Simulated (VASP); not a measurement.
# CdIn2O4 (Fd-3m) in VASP: settings compared

Aim: see how the results for CdIn2O4 move with the level of theory and the settings. Levels: TB-mBJ, PBE. Tasks: band structure, dielectric tensor, optical spectrum.

Everything below comes from runs of VASP 6.6.1. Logs are shortened: lines on timing, memory, paths and dates and some standing lists are left out, and cuts for length are marked.

## (1) The cell of the first run

The structure is cubic, space group Fd-3m (No. 227). The conventional cell has a = 9.206 Å, b = 9.206 Å, c = 9.206 Å, α = 90.00°, β = 90.00°, γ = 90.00°. Within 2.9 Å of Cd (site symmetry -43m) lie 4 O at 2.20 Å. Within 2.9 Å of In (site symmetry -3m) lie 6 O at 2.19 Å. Within 3.0 Å of O (site symmetry 3m) lie 3 In at 2.19 Å and 1 Cd at 2.20 Å and 3 O at 2.92 Å.

## (2) Band structure, TB-mBJ

POSCAR

```
CdIn2O4                                 
1.0
    0.0000000000      4.6029269421      4.6029269421
    4.6029269421      0.0000000000      4.6029269421
    4.6029269421      4.6029269421      0.0000000000
  Cd              In              O             
     2     4     8
Direct
     0.0000000000000000    0.0000000000000000    0.0000000000000000
     0.2500000000000000    0.2500000000000000    0.2500000000000000
     0.6250000000000000    0.6250000000000000    0.6250000000000000
     0.1250000000000000    0.6250000000000000    0.6250000000000000
     0.6250000000000000    0.6250000000000000    0.1250000000000000
     0.6250000000000000    0.1250000000000000    0.6250000000000000
     0.8620871070017699    0.8620871070017699    0.8620871070017699
     0.8362613210053027    0.3879128929982301    0.3879128929982301
     0.8620871070017699    0.8620871070017699    0.4137386789946973
     0.3879128929982301    0.8362613210053027    0.3879128929982301
     0.4137386789946973    0.8620871070017699    0.8620871070017699
     0.3879128929982301    0.3879128929982301    0.3879128929982301
     0.8620871070017699    0.4137386789946973    0.8620871070017699
     0.3879128929982301    0.3879128929982301    0.8362613210053027
```

INCAR.step1

```
SYSTEM = CdIn2O4
PREC     = Accurate       ! precision mode
ENCUT    = 520            ! plane-wave cutoff, eV
EDIFF    = 1E-5           ! SCF threshold, eV
ISMEAR   = 0              ! smearing method
SIGMA    = 0.03           ! smearing width, eV
LREAL    = .FALSE.        ! projectors in reciprocal space
LASPH    = .TRUE.         ! aspherical terms in the spheres
NELM     = 80             ! most SCF steps
ALGO     = Normal         ! electronic algorithm
ISIF     = 2              ! what is computed and relaxed
LWAVE    = .TRUE.         ! write WAVECAR
LCHARG   = .FALSE.        ! write CHGCAR
KPAR     = 4            
GGA      = PE             ! functional
```

INCAR.step2

```
SYSTEM = CdIn2O4
PREC     = Accurate       ! precision mode
ENCUT    = 520            ! plane-wave cutoff, eV
EDIFF    = 1E-6           ! SCF threshold, eV
ISMEAR   = 0              ! smearing method
SIGMA    = 0.03           ! smearing width, eV
LREAL    = .FALSE.        ! projectors in reciprocal space
LASPH    = .TRUE.         ! aspherical terms in the spheres
NELM     = 80             ! most SCF steps
ALGO     = Normal         ! electronic algorithm
ISIF     = 2              ! what is computed and relaxed
LWAVE    = .FALSE.        ! write WAVECAR
LCHARG   = .FALSE.        ! write CHGCAR
METAGGA  = MBJ            ! meta-GGA
KPAR     = 4            
ISTART   = 1
```

KPOINTS

```
regular mesh
0
G
  6 6 6
  0 0 0
```

KPOINTS_OPT

```
explicit points
202
Reciprocal
 0.0000000000  0.0000000000  0.0000000000 1
 0.0555555556  0.0000000000  0.0555555556 1
 0.1111111111  0.0000000000  0.1111111111 1
 0.1666666667  0.0000000000  0.1666666667 1
 0.2222222222  0.0000000000  0.2222222222 1
 0.2777777778  0.0000000000  0.2777777778 1
[... 194 lines left out ...]
 0.4819481000  0.0180519000  0.5000000000 1
 0.5180519000 -0.0180519000  0.5000000000 1
```

Potentials or basis: VASP PAW PBE potentials, release 64 (Cd, In_d, O).

Started as:

```console
> cat potpaw_PBE.64/Cd/POTCAR potpaw_PBE.64/In_d/POTCAR potpaw_PBE.64/O/POTCAR > POTCAR
> cp INCAR.step1 INCAR
> mpirun -np 4 vasp_std > vasp.out
> cp INCAR.step2 INCAR
> mpirun -np 4 vasp_std > vasp.out
```

OUTCAR:

```text
SYSTEM = CdIn2O4
   PREC = Accurate
   ENCUT = 520
   EDIFF = 1E-6
   ISMEAR = 0
   LREAL = .FALSE.
   LASPH = .TRUE.
   NELM = 80
   ISIF = 2
   METAGGA = MBJ
   ISTART = 1

 ion  position               nearest neighbor table
   1  0.000  0.000  0.000-   7 2.20   9 2.20  11 2.20  13 2.20   4 3.82   5 3.82   3 3.82   4 3.82
                             6 3.82   4 3.82   5 3.82   6 3.82   3 3.82   5 3.82   6 3.82   3 3.82
   2  0.250  0.250  0.250-  12 2.20  10 2.20   8 2.20  14 2.20   5 3.82   6 3.82   4 3.82   3 3.82
                             4 3.82   6 3.82   3 3.82   4 3.82   5 3.82   3 3.82   5 3.82   6 3.82
   3  0.625  0.625  0.625-   8 2.19   9 2.19  10 2.19  11 2.19  13 2.19  14 2.19   4 3.25   5 3.25
                             6 3.25   5 3.25   6 3.25   4 3.25   1 3.82   2 3.82   1 3.82   2 3.82
   4  0.125  0.625  0.625-   9 2.19  10 2.19  13 2.19  14 2.19   7 2.19  12 2.19   3 3.25   5 3.25
                             6 3.25   3 3.25   5 3.25   6 3.25   2 3.82   1 3.82   2 3.82   2 3.82
   5  0.625  0.625  0.125-   8 2.19  10 2.19  11 2.19  13 2.19  12 2.19   7 2.19   3 3.25   3 3.25
                             4 3.25   6 3.25   6 3.25   4 3.25   2 3.82   2 3.82   1 3.82   1 3.82
   6  0.625  0.125  0.625-   8 2.19   9 2.19  11 2.19  14 2.19  12 2.19   7 2.19   3 3.25   5 3.25
                             3 3.25   4 3.25   5 3.25   4 3.25   2 3.82   2 3.82   2 3.82   1 3.82
   7  0.862  0.862  0.862-   4 2.19   6 2.19   5 2.19   1 2.20
   8  0.836  0.388  0.388-   5 2.19   6 2.19   3 2.19   2 2.20
   9  0.862  0.862  0.414-   4 2.19   6 2.19   3 2.19   1 2.20
  10  0.388  0.836  0.388-   4 2.19   5 2.19   3 2.19   2 2.20
  11  0.414  0.862  0.862-   5 2.19   6 2.19   3 2.19   1 2.20
  12  0.388  0.388  0.388-   4 2.19   6 2.19   5 2.19   2 2.20
  13  0.862  0.414  0.862-   4 2.19   5 2.19   3 2.19   1 2.20
  14  0.388  0.388  0.836-   4 2.19   6 2.19   3 2.19   2 2.20

  LATTYP: Found a face centered cubic cell.
 ALAT       =     9.2058538842

  Lattice vectors:

 A1 = (   0.0000000000,   4.6029269421,   4.6029269421)
 A2 = (   4.6029269421,   0.0000000000,   4.6029269421)
 A3 = (   4.6029269421,   4.6029269421,   0.0000000000)

Analysis of symmetry for initial positions (statically):
=====================================================================
 Subroutine PRICEL returns:
 Original cell was already a primitive cell.

 Routine SETGRP: Setting up the symmetry group for a
 face centered cubic supercell.

 Subroutine GETGRP returns: Found 48 space group operations
 (whereof 24 operations were pure point group operations)
 out of a pool of 48 trial point group operations.

The static configuration has the point symmetry T_d .
 The point group associated with its full space group is O_h .

Analysis of symmetry for dynamics (positions and initial velocities):
=====================================================================
 Subroutine PRICEL returns:
 Original cell was already a primitive cell.

 Routine SETGRP: Setting up the symmetry group for a
 face centered cubic supercell.

 Subroutine GETGRP returns: Found 48 space group operations
 (whereof 24 operations were pure point group operations)
 out of a pool of 48 trial point group operations.

The dynamic configuration has the point symmetry T_d .
 The point group associated with its full space group is O_h .

 Subroutine INISYM returns: Found 48 space group operations
 (whereof 24 operations are pure point group operations),
 and found     1 'primitive' translations

----------------------------------------------------------------------------------------

                                     Primitive cell

  volume of cell :     195.0438

  direct lattice vectors                    reciprocal lattice vectors
     0.000000000  4.602926942  4.602926942    -0.108626534  0.108626534  0.108626534
     4.602926942  0.000000000  4.602926942     0.108626534 -0.108626534  0.108626534
     4.602926942  4.602926942  0.000000000     0.108626534  0.108626534 -0.108626534

  length of vectors
     6.509521708  6.509521708  6.509521708     0.188146676  0.188146676  0.188146676

  position of ions in fractional coordinates (direct lattice)
     0.000000000  0.000000000  0.000000000
     0.250000000  0.250000000  0.250000000
     0.625000000  0.625000000  0.625000000
     0.125000000  0.625000000  0.625000000
     0.625000000  0.625000000  0.125000000
     0.625000000  0.125000000  0.625000000
     0.862087107  0.862087107  0.862087107
     0.836261321  0.387912893  0.387912893
     0.862087107  0.862087107  0.413738679
[... 39 lines left out ...]
     0.031357779  0.031357779  0.031357779

  Shift w.r.t. Gamma in fractional coordinates (k-lattice)
     0.000000000  0.000000000  0.000000000

 Subroutine IBZKPT returns following result:
 ===========================================

 Found     16 irreducible k-points:

 Following reciprocal coordinates:
            Coordinates               Weight
  0.000000  0.000000  0.000000      1.000000
  0.166667  0.000000  0.000000      8.000000
  0.333333  0.000000  0.000000      8.000000
  0.500000  0.000000  0.000000      4.000000
  0.166667  0.166667  0.000000      6.000000
  0.333333  0.166667  0.000000     24.000000
[... 8 lines left out ...]
 -0.333333  0.333333  0.166667     24.000000
 -0.333333  0.500000  0.166667     12.000000
   k-points           NKPTS =     16   k-points in BZ     NKDIM =     16   number of bands    NBANDS=     74
   number of dos      NEDOS =    301   number of ions     NIONS =     14
   total plane-waves  NPLWV = 110592
   dimension x,y,z NGX =    48 NGY =   48 NGZ =   48
   dimension x,y,z NGXF=    96 NGYF=   96 NGZF=   96
   ions per type =               2   4   8
   NGX,Y,Z   is equivalent  to a cutoff of  12.26, 12.26, 12.26 a.u.
   NGXF,Y,Z  is equivalent  to a cutoff of  24.52, 24.52, 24.52 a.u.
 SYSTEM =  CdIn2O4
   PREC   = accura    normal or accurate (medium, high low for compatibility)
   ISTART =      1    job   : 0-new  1-cont  2-samecut
   ICHARG =      0    charge: 1-file 2-atom 10-const
   ISPIN  =      1    spin polarized calculation?
   LNONCOLLINEAR =      F non collinear calculations
   LSORBIT =      F    spin-orbit coupling
   LASPH  =      T    aspherical Exc in radial PAW
   ENCUT  =  520.0 eV  38.22 Ry    6.18 a.u.  12.10 12.10 12.10*2*pi/ulx,y,z
   NELM   =     80;   NELMIN=  2; NELMDL=  0     # of ELM steps
   EDIFF  = 0.1E-05   stopping-criterion for ELM
   LREAL  =      F    real-space projection
   EDIFFG = 0.1E-04   stopping-criterion for IOM
   NSW    =      0    number of steps for IOM
   IBRION =     -1    ionic relax: 0-MD 1-quasi-New 2-CG
   NFREE  =      0    steps in history (QN), initial steepest desc. (CG)
   ISIF   =      2    stress and relaxation
   ISYM   =      2    0-nonsym 1-usesym 2-fastsym
   POTIM  = 0.5000    time-step for ionic-motion
   TEBEG  =    0.0;   TEEND  =   0.0 temperature during run
   PSTRESS=    0.0 pullay stress
   NELECT =     124.0000    total number of electrons
   NUPDOWN=      -1.0000    fix difference up-down
   EMIN   =  10.00;   EMAX   =-10.00  energy-range for DOS
   EFERMI =   0.00;   METHOD = LEGACY
   ISMEAR =     0;   SIGMA  =   0.03  broadening in eV -4-tet -1-fermi 0-gaus
   EFERMI_NEDOS =   21; number of points for ismear=-14 and -15
   IALGO  =     38    algorithm
   IMIX   =      4    mixing-type and parameters
     AMIX     =   0.40;   BMIX     =  1.00
     AMIX_MAG =   1.60;   BMIX_MAG =  1.00
  volume/ion in A,a.u.               =      13.93        94.02
  Fermi-wavevector in a.u.,A,eV,Ry     =   1.407682  2.660134 26.960889  1.981569
  Thomas-Fermi vector in A             =   2.529917
   LORBIT       =      0    0 simple, 1 ext, 2 COOP (PROOUT), +10 PAW based schemes
   METAGGA = MBJ    functional components
   LHFCALC =     F    Hartree Fock is set to
   AEXX    =    0.0000 exact exchange contribution
   IVDW    =     0    specifies the selected vdW correction
   LEPSILON=     F    determine dielectric tensor
   LRPA    =     F    only Hartree local field effects (RPA)
 non-spin polarized calculation
 Gauss-broadening in eV      SIGMA  =   0.03
  energy-cutoff  :      520.00
  volume of cell :      195.04
 maximum number of plane-waves:      5266
   NGX = 25   NGY = 25   NGZ = 25

 number of electron     124.0000030 magnetization

 Free energy of the ion-electron system (eV)
  ---------------------------------------------------
  ext. energy  EPLUGINS =         0.00000000
  ---------------------------------------------------
  free energy    TOTEN  =      1716.24174065 eV

  energy without entropy =     1716.24174065  energy(sigma->0) =     1716.24174065

 E-fermi :   4.5689     XC(G=0):  -9.7698

 val. band max:        4.3967806726   @ k =  -0.3333   0.3333   0.0000
 cond. band min:       7.4699747831   @ k =   0.0000   0.0000   0.0000
 fundamental gap:      3.0731941105
 Fermi energy:         4.5689358242

 k-point     1 :       0.0000    0.0000    0.0000
  band No.  band energies     occupation
      1     -13.8698      2.00000
      2     -13.4238      2.00000
      3     -13.4238      2.00000
      4     -13.4238      2.00000
      5     -13.2371      2.00000
      6     -13.0572      2.00000
[... 1221 lines left out ...]
     73      15.9019      0.00000
     74      15.9030      0.00000

------------------------ aborting loop because EDIFF is reached ----------------------------------------

  FORCE on cell =-STRESS in cart. coord.  units (eV):
  Direction    XX          YY          ZZ          XY          YZ          ZX
  --------------------------------------------------------------------------------------
  -------------------------------------------------------------------------------------
  Total     -532.2115043   -532.2115043   -532.2115043      0.0000000     -0.0000000      0.0000000
  in kB    -4371.8232902  -4371.8232902  -4371.8232902      0.0000000     -0.0000000      0.0000000
  external PRESSURE =   -4371.8232902 kB  Pullay stress =       0.0000000 kB

 VOLUME and BASIS-vectors are now :
 -----------------------------------------------------------------------------
  energy-cutoff  :      520.00
  volume of cell :      195.04
      direct lattice vectors                 reciprocal lattice vectors
     0.000000000  4.602926942  4.602926942    -0.108626534  0.108626534  0.108626534
     4.602926942  0.000000000  4.602926942     0.108626534 -0.108626534  0.108626534
     4.602926942  4.602926942  0.000000000     0.108626534  0.108626534 -0.108626534

 POSITION                                       TOTAL-FORCE (eV/Angst)
 -----------------------------------------------------------------------------------
      0.00000      0.00000      0.00000        -0.000000     -0.000000     -0.000000
      2.30146      2.30146      2.30146         0.000000     -0.000000      0.000000
      5.75366      5.75366      5.75366         0.000000     -0.000000     -0.000000
      5.75366      3.45220      3.45220         0.000000     -0.000000     -0.000000
      3.45220      3.45220      5.75366         0.000000     -0.000000     -0.000000
      3.45220      5.75366      3.45220         0.000000     -0.000000      0.000000
      7.93625      7.93625      7.93625        -0.032060     -0.032060     -0.032060
      3.57107      5.63478      5.63478         0.032060     -0.032060     -0.032060
      5.87253      5.87253      7.93625         0.032060      0.032060     -0.032060
      5.63478      3.57107      5.63478        -0.032060      0.032060     -0.032060
      7.93625      5.87253      5.87253        -0.032060      0.032060      0.032060
      3.57107      3.57107      3.57107         0.032060      0.032060      0.032060
      5.87253      7.93625      5.87253         0.032060     -0.032060      0.032060
      5.63478      5.63478      3.57107        -0.032060     -0.032060      0.032060
 -----------------------------------------------------------------------------------
    total drift:                                0.000000      0.000000      0.000000

  FREE ENERGIE OF THE ION-ELECTRON SYSTEM (eV)
  ---------------------------------------------------
  free  energy   TOTEN  =      1716.2417406486 eV

  energy  without entropy=     1716.2417406486  energy(sigma->0) =     1716.24174065
```

It took 11 min on 4 MPI ranks of Intel Xeon 6975P-C (Granite Rapids), shared host; peak memory 0.58 GiB.

Results:

```yaml
Band_gap_on_the_k_mesh: 3.07 eV (least direct gap 3.10 eV)
Band_gap_along_the_path: 3.07 eV (least direct gap 3.10 eV)
```

Levels at the corners of the path, in eV from the valence-band top:
| point | band 59 | band 60 | band 61 | band 62 | band 63 | band 64 | band 65 | band 66 |
| --- | --- | --- | --- | --- | --- | --- | --- | --- |
| Γ | -0.09 | -0.02 | -0.02 | -0.02 | 3.07 | 7.27 | 7.77 | 7.78 |
| X | -0.10 | -0.10 | -0.10 | -0.10 | 6.25 | 6.25 | 7.88 | 7.88 |
| X | -0.10 | -0.10 | -0.10 | -0.10 | 6.25 | 6.25 | 7.88 | 7.88 |
| W | -0.39 | -0.39 | -0.11 | -0.11 | 6.75 | 6.75 | 6.80 | 6.80 |
| W | -0.39 | -0.39 | -0.11 | -0.11 | 6.75 | 6.75 | 6.80 | 6.80 |
| K | -0.34 | -0.29 | -0.19 | -0.01 | 6.48 | 6.50 | 6.59 | 7.95 |
| K | -0.34 | -0.29 | -0.19 | -0.01 | 6.48 | 6.50 | 6.59 | 7.95 |
| Γ | -0.09 | -0.02 | -0.02 | -0.02 | 3.07 | 7.27 | 7.77 | 7.78 |
| Γ | -0.09 | -0.02 | -0.02 | -0.02 | 3.07 | 7.27 | 7.77 | 7.78 |
| L | -0.20 | -0.20 | -0.01 | -0.01 | 5.48 | 5.72 | 8.02 | 8.39 |
| L | -0.20 | -0.20 | -0.01 | -0.01 | 5.48 | 5.72 | 8.02 | 8.39 |
| U | -0.34 | -0.29 | -0.19 | -0.01 | 6.48 | 6.50 | 6.59 | 7.95 |
| U | -0.34 | -0.29 | -0.19 | -0.01 | 6.48 | 6.50 | 6.59 | 7.95 |
| W | -0.39 | -0.39 | -0.11 | -0.11 | 6.75 | 6.75 | 6.80 | 6.80 |
| W | -0.39 | -0.39 | -0.11 | -0.11 | 6.75 | 6.75 | 6.80 | 6.80 |
| L | -0.20 | -0.20 | -0.01 | -0.01 | 5.48 | 5.72 | 8.02 | 8.39 |
| L | -0.20 | -0.20 | -0.01 | -0.01 | 5.48 | 5.72 | 8.02 | 8.39 |
| K | -0.34 | -0.29 | -0.19 | -0.01 | 6.48 | 6.50 | 6.59 | 7.95 |
| U | -0.34 | -0.29 | -0.19 | -0.01 | 6.48 | 6.50 | 6.59 | 7.95 |
| X | -0.10 | -0.10 | -0.10 | -0.10 | 6.25 | 6.25 | 7.88 | 7.88 |

Caveat: spin-orbit coupling is left out, which moves the levels of the heavy elements.

(Part 1 of 2 ends here.)
